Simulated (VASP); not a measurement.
# Li2Cu (P-3m1) in VASP: a series of runs, part 2 of 2

VASP 6.6.1. Earlier steps stand in the parts before.

## (5) Single point, PBE

This run uses another cell than the first one: it holds 6 atoms, not 3.

INCAR

```
PREC = Accurate
ENCUT = 520
EDIFF = 1E-7
ISMEAR = 0
SIGMA = 0.2
LREAL = False
LASPH = True
NELM = 80
ALGO = Fast
ISIF = 2
LWAVE = False
LCHARG = True
GGA = PE
LELF = True
LVHAR = True
NBANDS = 26
```

KPOINTS

```
Automatic mesh
0
Gamma
  12 12 2
```

POSCAR

```
Li2Cu
1.0
    2.7044349721      0.0000000000      0.0000000000
   -1.3522174860      2.3421093887      0.0000000000
    0.0000000000      0.0000000000     13.6214350940
Li Cu
4 2
Direct
    0.6666666667      0.3333333333      0.3447575713
    0.6666666667      0.3333333333      0.8447575713
    0.3333333333      0.6666666667      0.1552424287
    0.3333333333      0.6666666667      0.6552424287
    0.0000000000      1.0000000000      0.5000000000
    0.0000000000      0.0000000000      1.0000000000
```

Potentials or basis: VASP PAW PBE potentials, release 64 (Li_sv, Cu).

Command:

```console
> cat potpaw_PBE.64/Li_sv/POTCAR potpaw_PBE.64/Cu/POTCAR > POTCAR
> mpirun -np 1 vasp_std > vasp.out
```

OUTCAR:

```text
PREC = Accurate
   ENCUT = 520
   EDIFF = 1E-7
   ISMEAR = 0
   LREAL = False
   LASPH = True
   NELM = 80
   ISIF = 2
   GGA = PE

 ion  position               nearest neighbor table
   1  0.667  0.333  0.345-   5 2.63   5 2.63   5 2.63
   2  0.667  0.333  0.845-   6 2.63   6 2.63   6 2.63
   3  0.333  0.667  0.155-   6 2.63   6 2.63   6 2.63
   4  0.333  0.667  0.655-   5 2.63   5 2.63   5 2.63
   5  0.000  0.000  0.500-   1 2.63   4 2.63   4 2.63   1 2.63   1 2.63   4 2.63
   6  0.000  0.000  0.000-   2 2.63   3 2.63   3 2.63   2 2.63   2 2.63   3 2.63

  LATTYP: Found a hexagonal cell.
 ALAT       =     2.7044349721
 C/A-ratio  =     5.0367027621

  Lattice vectors:

 A1 = (   2.7044349721,   0.0000000000,   0.0000000000)
 A2 = (  -1.3522174860,   2.3421093887,   0.0000000000)
 A3 = (   0.0000000000,   0.0000000000,  13.6214350940)

Analysis of symmetry for initial positions (statically):
=====================================================================
 Subroutine PRICEL returns following result:

  LATTYP: Found a hexagonal cell.
 ALAT       =     2.7044349721
 C/A-ratio  =     2.5183513811

  Lattice vectors:

 A1 = (   2.7044349721,   0.0000000000,   0.0000000000)
 A2 = (  -1.3522174860,   2.3421093887,   0.0000000000)
 A3 = (   0.0000000000,   0.0000000000,   6.8107175470)

   2 primitive cells build up your supercell.

 Routine SETGRP: Setting up the symmetry group for a
 hexagonal supercell.

 Subroutine GETGRP returns: Found 12 space group operations
 (whereof 12 operations were pure point group operations)
 out of a pool of 24 trial point group operations.

The static configuration has the point symmetry D_3d.

Analysis of symmetry for dynamics (positions and initial velocities):
=====================================================================
 Subroutine PRICEL returns following result:

  LATTYP: Found a hexagonal cell.
 ALAT       =     2.7044349721
 C/A-ratio  =     2.5183513811

  Lattice vectors:

 A1 = (   2.7044349721,   0.0000000000,   0.0000000000)
 A2 = (  -1.3522174860,   2.3421093887,   0.0000000000)
 A3 = (   0.0000000000,   0.0000000000,   6.8107175470)

   2 primitive cells build up your supercell.

 Routine SETGRP: Setting up the symmetry group for a
 hexagonal supercell.

 Subroutine GETGRP returns: Found 12 space group operations
 (whereof 12 operations were pure point group operations)
 out of a pool of 24 trial point group operations.

The dynamic configuration has the point symmetry D_3d.

 Subroutine INISYM returns: Found 12 space group operations
 (whereof 12 operations are pure point group operations),
 and found     2 'primitive' translations

----------------------------------------------------------------------------------------

                                     Primitive cell

  volume of cell :      43.1396

  direct lattice vectors                    reciprocal lattice vectors
     2.704434972  0.000000000  0.000000000     0.369763004  0.213482770  0.000000000
    -1.352217486  2.342109389  0.000000000     0.000000000  0.426965540  0.000000000
     0.000000000  0.000000000  6.810717547     0.000000000  0.000000000  0.146827407

  length of vectors
[... 33 lines left out ...]

 Subroutine IBZKPT returns following result:
 ===========================================

 Found     38 irreducible k-points:

 Following reciprocal coordinates:
            Coordinates               Weight
  0.000000  0.000000  0.000000      1.000000
  0.083333 -0.000000  0.000000      6.000000
  0.166667 -0.000000  0.000000      6.000000
  0.250000 -0.000000  0.000000      6.000000
  0.333333 -0.000000  0.000000      6.000000
  0.416667 -0.000000  0.000000      6.000000
[... 16 lines left out ...]
  0.250000 -0.000000  0.500000      6.000000
  0.333333 -0.000000  0.500000      6.000000
 [... further k-points ...]
   k-points           NKPTS =     38   k-points in BZ     NKDIM =     38   number of bands    NBANDS=     26
   number of dos      NEDOS =    301   number of ions     NIONS =      6
   total plane-waves  NPLWV =  43200
   dimension x,y,z NGX =    20 NGY =   20 NGZ =  108
   dimension x,y,z NGXF=    40 NGYF=   40 NGZF=  216
   ions per type =               4   2
   NGX,Y,Z   is equivalent  to a cutoff of  12.29, 12.29, 13.18 a.u.
   NGXF,Y,Z  is equivalent  to a cutoff of  24.59, 24.59, 26.36 a.u.
 SYSTEM =  unknown system
   PREC   = accura    normal or accurate (medium, high low for compatibility)
   ISTART =      0    job   : 0-new  1-cont  2-samecut
   ICHARG =      2    charge: 1-file 2-atom 10-const
   ISPIN  =      1    spin polarized calculation?
   LNONCOLLINEAR =      F non collinear calculations
   LSORBIT =      F    spin-orbit coupling
   LASPH  =      T    aspherical Exc in radial PAW
   ENCUT  =  520.0 eV  38.22 Ry    6.18 a.u.   5.03  5.03 25.33*2*pi/ulx,y,z
   NELM   =     80;   NELMIN=  2; NELMDL= -5     # of ELM steps
   EDIFF  = 0.1E-06   stopping-criterion for ELM
   LREAL  =      F    real-space projection
   EDIFFG = 0.1E-05   stopping-criterion for IOM
   NSW    =      0    number of steps for IOM
   IBRION =     -1    ionic relax: 0-MD 1-quasi-New 2-CG
   NFREE  =      0    steps in history (QN), initial steepest desc. (CG)
   ISIF   =      2    stress and relaxation
   ISYM   =      2    0-nonsym 1-usesym 2-fastsym
   POTIM  = 0.5000    time-step for ionic-motion
   TEBEG  =    0.0;   TEEND  =   0.0 temperature during run
   PSTRESS=    0.0 pullay stress
   NELECT =      34.0000    total number of electrons
   NUPDOWN=      -1.0000    fix difference up-down
   EMIN   =  10.00;   EMAX   =-10.00  energy-range for DOS
   EFERMI =   0.00;   METHOD = LEGACY
   ISMEAR =     0;   SIGMA  =   0.20  broadening in eV -4-tet -1-fermi 0-gaus
   EFERMI_NEDOS =   21; number of points for ismear=-14 and -15
   IALGO  =     68    algorithm
   IMIX   =      4    mixing-type and parameters
     AMIX     =   0.40;   BMIX     =  1.00
     AMIX_MAG =   1.60;   BMIX_MAG =  1.00
  volume/ion in A,a.u.               =      14.38        97.04
  Fermi-wavevector in a.u.,A,eV,Ry     =   1.200233  2.268112 19.600003  1.440560
  Thomas-Fermi vector in A             =   2.336075
   LORBIT       =      0    0 simple, 1 ext, 2 COOP (PROOUT), +10 PAW based schemes
   GGA     = PE    functional components
   LHFCALC =     F    Hartree Fock is set to
   AEXX    =    0.0000 exact exchange contribution
   IVDW    =     0    specifies the selected vdW correction
   LEPSILON=     F    determine dielectric tensor
   LRPA    =     F    only Hartree local field effects (RPA)
 non-spin polarized calculation
 RMM-DIIS sequential band-by-band and
 Gauss-broadening in eV      SIGMA  =   0.20
  energy-cutoff  :      520.00
  volume of cell :       86.28
 maximum number of plane-waves:      2355
 NGX is ok and might be reduce to    20

 number of electron      33.9999986 magnetization

 Free energy of the ion-electron system (eV)
  ---------------------------------------------------
  ext. energy  EPLUGINS =         0.00000000
  ---------------------------------------------------
  free energy    TOTEN  =       -14.99724076 eV

  energy without entropy =      -14.95386053  energy(sigma->0) =      -14.97555064

 E-fermi :   2.9200     XC(G=0):  -9.1299

 val. band max:        2.9138426829   @ k =   0.1667  -0.0000   0.5000
 cond. band min:       2.9275952697   @ k =   0.5000  -0.0000   0.0000
 fundamental gap:      0.0137525869
 Fermi energy:         2.9200140851

 k-point     1 :       0.0000    0.0000    0.0000
  band No.  band energies     occupation
      1     -43.0723      2.00000
      2     -43.0721      2.00000
      3     -43.0608      2.00000
      4     -43.0608      2.00000
      5      -3.4696      2.00000
      6      -3.4333      2.00000
[... 685 lines left out ...]
     25      11.9162      0.00000
     26      12.0718      0.00000

 [... further k-points ...]
[... 5 lines left out ...]
  --------------------------------------------------------------------------------------
  -------------------------------------------------------------------------------------
  Total        0.2741565      0.2741565     -0.2470300      0.0000000     -0.0000000      0.0000000
  in kB        5.0909930      5.0909930     -4.5872643      0.0000000     -0.0000000      0.0000000
  external PRESSURE =       1.8649073 kB  Pullay stress =       0.0000000 kB

 VOLUME and BASIS-vectors are now :
 -----------------------------------------------------------------------------
  energy-cutoff  :      520.00
  volume of cell :       86.28
      direct lattice vectors                 reciprocal lattice vectors
     2.704434972  0.000000000  0.000000000     0.369763004  0.213482770  0.000000000
    -1.352217486  2.342109389  0.000000000     0.000000000  0.426965540  0.000000000
     0.000000000  0.000000000 13.621435094     0.000000000  0.000000000  0.073413704

 POSITION                                       TOTAL-FORCE (eV/Angst)
 -----------------------------------------------------------------------------------
      1.35222      0.78070      4.69609         0.000000      0.000000      0.010157
      1.35222      0.78070     11.50681        -0.000000     -0.000000      0.010157
     -0.00000      1.56141      2.11462        -0.000000     -0.000000     -0.010157
     -0.00000      1.56141      8.92534        -0.000000     -0.000000     -0.010157
      0.00000      0.00000      6.81072        -0.000000      0.000000     -0.000000
      0.00000      0.00000      0.00000        -0.000000      0.000000     -0.000000
 -----------------------------------------------------------------------------------
    total drift:                               -0.000000     -0.000000      0.000000

  FREE ENERGIE OF THE ION-ELECTRON SYSTEM (eV)
  ---------------------------------------------------
  free  energy   TOTEN  =       -14.9972407600 eV

  energy  without entropy=      -14.9538605297  energy(sigma->0) =      -14.97555064
```

stdout:

```text
POSCAR found type information on POSCAR LiCu
 POSCAR found :  2 types and       6 ions
 scaLAPACK will be used
[... 20 lines left out ...]
 num prob  num prob  num prob  num prob  num prob  num prob  num prob  num prob RMM:  31    -0.149972403764E+02   -0.31224E-06   -0.21885E-06  2269   0.508E-03    0.549E-05
 num prob  num prob  num prob  num prob  num prob  num prob  num prob  num prob  num prob  num prob  num prob RMM:  32    -0.149972405812E+02   -0.20486E-06   -0.15403E-06  2098   0.453E-03    0.537E-05
 num prob  num prob  num prob  num prob  num prob  num prob  num prob  num prob  num prob  num prob  num prob  num prob  num prob  num prob  num prob RMM:  33    -0.149972406807E+02   -0.99502E-07   -0.11247E-06  2033   0.415E-03    0.702E-05
 num prob  num prob  num prob  num prob  num prob  num prob  num prob  num prob  num prob  num prob  num prob  num prob  num prob  num prob RMM:  34    -0.149972407600E+02   -0.79301E-07   -0.76792E-07  1906   0.395E-03
```

Wall time 3.5 min (1 thread of AMD EPYC 7R13 (Zen 3), shared host); peak memory 0.2 GiB.

Results:

```
Free energy            : -14.9972 eV
Largest force          : 0.010 eV/Å
Band gap on the k mesh : zero (band 17 reaches 5.68 eV, above the bottom of band 18 at 0.90 eV)
```

Forces on the atoms (eV/Å):
```
Li   0.000  0.000  0.010
Li   0.000  0.000  0.010
Li   0.000  0.000 -0.010
Li   0.000  0.000 -0.010
Cu   0.000  0.000  0.000
Cu   0.000  0.000  0.000
```

Caveat: the cutoff is under 1.25 times the usual one of these potentials, so pressure, stress and relaxed cells hold a basis-set (Pulay) error.

## (6) Single point, PBE

This run uses another cell than the first one, of 14.38 Å³/atom, 0.981 times its volume.

INCAR

```
SYSTEM = Li2Cu
PREC = Accurate ; ENCUT = 520
EDIFF = 1E-7 ; ISMEAR = 0
SIGMA = 0.1 ; LREAL = .False.
LASPH = .True. ; NELM = 100
ALGO = Fast ; ISIF = 2
LWAVE = .False. ; LCHARG = .False.
GGA = PE ; NBANDS = 16
```

KPOINTS

```
regular mesh
0
Gamma
  18 18 8
  0 0 0
```

POSCAR

```
Li2Cu
1.0
    2.7044349721      0.0000000000      0.0000000000
   -1.3522174860      2.3421093887      0.0000000000
    0.0000000000      0.0000000000      6.8107175470
Li Cu
2 1
Direct
    0.6666666667      0.3333333333      0.6895151426
    0.3333333333      0.6666666667      0.3104848574
    0.0000000000      0.0000000000      0.0000000000
```

Potentials or basis: VASP PAW PBE potentials, release 64 (Li_sv, Cu).

Command:

```console
> cat potpaw_PBE.64/Li_sv/POTCAR potpaw_PBE.64/Cu/POTCAR > POTCAR
> mpirun -np 1 vasp_std > vasp.out
```

OUTCAR:

```text
SYSTEM = Li2Cu
   PREC = Accurate
   ENCUT = 520
   EDIFF = 1E-7
   ISMEAR = 0
   LREAL = .False.
   LASPH = .True.
   NELM = 100
   ISIF = 2
   GGA = PE

 ion  position               nearest neighbor table
   1  0.667  0.333  0.690-   3 2.63   3 2.63   3 2.63
   2  0.333  0.667  0.310-   3 2.63   3 2.63   3 2.63
   3  0.000  0.000  0.000-   1 2.63   2 2.63   2 2.63   1 2.63   1 2.63   2 2.63

  LATTYP: Found a hexagonal cell.
 ALAT       =     2.7044349721
 C/A-ratio  =     2.5183513811

  Lattice vectors:

[... 632 lines left out ...]
      6       0.6197      2.00000
[... 8 lines left out ...]
     15      13.9420      0.00000
     16      14.1784      0.00000

 [... further k-points ...]
[... 5 lines left out ...]
  --------------------------------------------------------------------------------------
  -------------------------------------------------------------------------------------
  Total        0.0470172      0.0470172      0.0007794      0.0000000     -0.0000000      0.0000000
  in kB        1.7461870      1.7461870      0.0289455      0.0000000     -0.0000000      0.0000000
  external PRESSURE =       1.1737731 kB  Pullay stress =       0.0000000 kB

 VOLUME and BASIS-vectors are now :
 -----------------------------------------------------------------------------
  energy-cutoff  :      520.00
  volume of cell :       43.14
      direct lattice vectors                 reciprocal lattice vectors
     2.704434972  0.000000000  0.000000000     0.369763004  0.213482770  0.000000000
    -1.352217486  2.342109389  0.000000000     0.000000000  0.426965540  0.000000000
     0.000000000  0.000000000  6.810717547     0.000000000  0.000000000  0.146827407

 POSITION                                       TOTAL-FORCE (eV/Angst)
 -----------------------------------------------------------------------------------
      1.35222      0.78070      4.69609         0.000000     -0.000000     -0.014754
     -0.00000      1.56141      2.11462        -0.000000      0.000000      0.014754
      0.00000      0.00000      0.00000        -0.000000      0.000000      0.000000
 -----------------------------------------------------------------------------------
    total drift:                               -0.000000      0.000000     -0.000000

  FREE ENERGIE OF THE ION-ELECTRON SYSTEM (eV)
  ---------------------------------------------------
  free  energy   TOTEN  =        -7.4919673276 eV

  energy  without entropy=       -7.4886337230  energy(sigma->0) =       -7.49030053
```

stdout:

```text
POSCAR found type information on POSCAR LiCu
 POSCAR found :  2 types and       3 ions
 scaLAPACK will be used
 LDA part: xc-table for (Slater+PW92), standard interpolation
 POSCAR, INCAR and KPOINTS ok, starting setup
 FFT: planning ... GRIDC
 FFT: planning ... GRID_SOFT
 FFT: planning ... GRID
[... 23 lines left out ...]
WARNING in EDDRMM: call to ZHEGV failed, returncode =   6  3      5
WARNING in EDDRMM: call to ZHEGV failed, returncode =   8  4      5
 num prob WARNING in EDDRMM: call to ZHEGV failed, returncode =   6  3     10
 num prob  num prob  num prob RMM:  24    -0.749196730162E+01   -0.27361E-06   -0.13502E-06 11470   0.653E-03    0.122E-03
WARNING in EDDRMM: call to ZHEGV failed, returncode =   6  3     11
WARNING in EDDRMM: call to ZHEGV failed, returncode =   8  4      3
WARNING in EDDRMM: call to ZHEGV failed, returncode =   6  3      8
WARNING in EDDRMM: call to ZHEGV failed, returncode =   6  3      7
 num prob  num prob  num prob WARNING in EDDRMM: call to ZHEGV failed, returncode =   6  3      9
```

It took 5.1 min on 1 thread of AMD EPYC 7R13 (Zen 3), shared host; peak memory 0.26 GiB.

Results:

* Free energy: -7.4920 eV
* Largest force: 0.015 eV/Å

Forces on the atoms (eV/Å):
```
Li   0.000  0.000 -0.015
Li   0.000  0.000  0.015
Cu   0.000  0.000  0.000
```

Caveat: the cutoff is under 1.25 times the usual one of these potentials, so pressure, stress and relaxed cells hold a basis-set (Pulay) error.

## (7) The runs side by side

```csv
task,cell,k mesh,cutoff (eV),smearing,gap on the mesh (eV),largest force (eV/Å)
single point,"a = 2.783, b = 2.783, c = 6.553 Å, angles 90.0, 90.0, 120.0°, 3 atoms",6 × 6 × 4,520,gaussian 0.1 eV,none,0.02
single point,"a = 2.970, b = 2.970, c = 7.061 Å, angles 90.0, 90.0, 120.0°, 3 atoms",6 × 6 × 4,520,gaussian 0.1 eV,none,0.48
relaxation of cell and atoms,"relaxed from a = 2.970, b = 2.970, c = 7.061 Å, angles 90.0, 90.0, 120.0°, 3 atoms",6 × 6 × 4,600,gaussian 0.1 eV,none,0.02
single point,"a = 2.704, b = 2.704, c = 13.621 Å, angles 90.0, 90.0, 120.0°, 6 atoms",12 × 12 × 2,520,gaussian 0.2 eV,none,0.01
single point,"a = 2.704, b = 2.704, c = 6.811 Å, angles 90.0, 90.0, 120.0°, 3 atoms",18 × 18 × 8,520,gaussian 0.1 eV,none,0.01
```

Alike in all rows: level PBE; potentials or basis VASP PAW PBE potentials, release 64 (Li_sv, Cu); no spin polarisation.

Caveats: some runs use coarse meshes; the cutoff is under 1.25 times the usual one of these potentials, so pressure, stress and relaxed cells hold a basis-set (Pulay) error; the volume moved by over 15 % at a fixed basis, so the end points are rough (some runs).

Total energies depend on the potentials used, so only differences within one code and one set of settings carry meaning.
